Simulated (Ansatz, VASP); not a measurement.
# One calculation of Au, two programs

The input INCAR:

```
PREC = Accurate ; ENCUT = 520
EDIFF = 1E-6 ; ISMEAR = 1
SIGMA = 0.15 ; LREAL = False
LASPH = True ; NELM = 80
ALGO = Normal ; ISIF = 2
LWAVE = False ; LCHARG = False
GGA = PS ; NBANDS = 18
```

File KPOINTS:

```
regular mesh
0
Gamma
  11 11 6
```

Contents of POSCAR:

```
Au
1.0
    2.8805363263      0.0000000000      0.0000000000
   -1.4402681631      2.4946179619      0.0000000000
    0.0000000000      0.0000000000      4.8472473353
Au
2
Direct
    0.3333333333      0.6666666667      0.7500000000
    0.6666666667      0.3333333333      0.2500000000
```

Input for Ansatz:

```yaml
crystal:
  lattice:
    - [2.8805363262998793, 0.0, 0.0]
    - [-1.4402681631499397, 2.4946179619164357, 0.0]
    - [0.0, 0.0, 4.847247335290831]
  atoms:
    - { symbol: Au, position: [0.3333333333333333, 0.6666666666666666, 0.75] }
    - { symbol: Au, position: [0.6666666666666666, 0.3333333333333333, 0.25] }
basis:
  ecutwfc: 500.0
kpoints:
  mp_grid:
    grid: [11, 11, 6]
hamiltonian:
  xc: pbesol
  pseudopotentials:
    kind: paw
scf:
  occupations:
    method: methfessel_paxton
    width: 0.15
output:
  stress: true
```

Alike in both runs: task single point; functional PBEsol; k mesh 11 × 11 × 6; occupations methfessel-paxton of order 1, width 0.15 eV; no spin polarisation.

```csv
,VASP,Ansatz
version,VASP 6.6.1,Ansatz 0.2.0
potentials or method,"VASP PAW PBE potentials, release 64 (Au), cutoff 520 eV","plane waves, PAW"
valence electrons in the cell,22,38
```

VASP gave:

```
pressure (GPa)                                                : -3.8
traceless stress, the component that is largest in VASP (GPa) : -0.57
```

Question: Estimate Ansatz's values.

Answer: Pressure (GPa): -3.6; traceless stress, the component that is largest in VASP (GPa): -0.58.

VASP's potentials were made for PBE, not for PBEsol. VASP's potentials hold 22 valence electrons a cell and Ansatz's 38, so a difference there can come from the potentials and not from the codes.

Neither program's run includes spin-orbit coupling.
